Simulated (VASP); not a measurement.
**CaO: single point with HSE06**

Crystal: CaO.

```
Ca O
1.0
     0.00000    2.72325    2.72325
     2.72325    0.00000    2.72325
     2.72325    2.72325    0.00000
Ca O
1 1
Direct
  0.00000 0.00000 0.00000
  0.25000 0.25000 0.25000
```

This cell differs from its parent crystal: strain +4.5%.

```json
{"Program": "VASP 6.6.1", "Task": "single point", "Functional": "HSE06", "Potentials or basis": "VASP PAW PBE potentials, release 64 (Ca_sv, O)", "Cutoff": "520 eV", "k mesh": "6 × 6 × 6", "Occupations": "gaussian, width 0.01 eV", "Spin": "no spin polarisation", "Dipole correction": "no", "Grid for exact exchange (PRECFOCK)": "Normal", "Further INCAR settings": "ALGO = Normal; EDIFF = 1e-06; NBANDS = 15", "Share of exact exchange": "0.25", "Screening parameter": "0.2079 1/Å"}
```

```
Pressure               : -7.8 GPa
Band gap on the k mesh : 4.20 eV (least direct gap 4.61 eV)
```

Levels at points of the mesh, in eV from the valence-band top:
| k point | band 4 | band 5 | band 6 | band 7 | band 8 | band 9 | band 10 | band 11 | band 12 | band 13 |
| --- | --- | --- | --- | --- | --- | --- | --- | --- | --- | --- |
| (0.00, 0.00, 0.00) | -19.79 | -16.04 | -0.41 | -0.41 | -0.41 | 4.20 | 9.50 | 9.50 | 10.88 | 10.88 |
| (0.50, 0.00, 0.00) | -19.83 | -15.57 | -0.96 | -0.22 | -0.22 | 7.35 | 8.97 | 9.30 | 9.30 | 10.76 |
| (0.50, 0.50, 0.00) | -19.89 | -15.42 | -1.22 | 0.00 | 0.00 | 6.20 | 7.96 | 10.51 | 10.72 | 10.72 |

Wall time 34 min on 1 thread of Intel(R) Xeon(R) Platinum 8375C CPU @ 2.90GHz (Ice Lake), with other jobs on the host, peak memory 0.29 GiB.

Caveat: the cell differs from its parent crystal (strain +4.5%); the cell stands under tension; the structure was generated, so it needn't be the stable form of CaO; the PAW data sets were made with another functional, which shifts forces and pressure a little. A k mesh can miss the band edges.
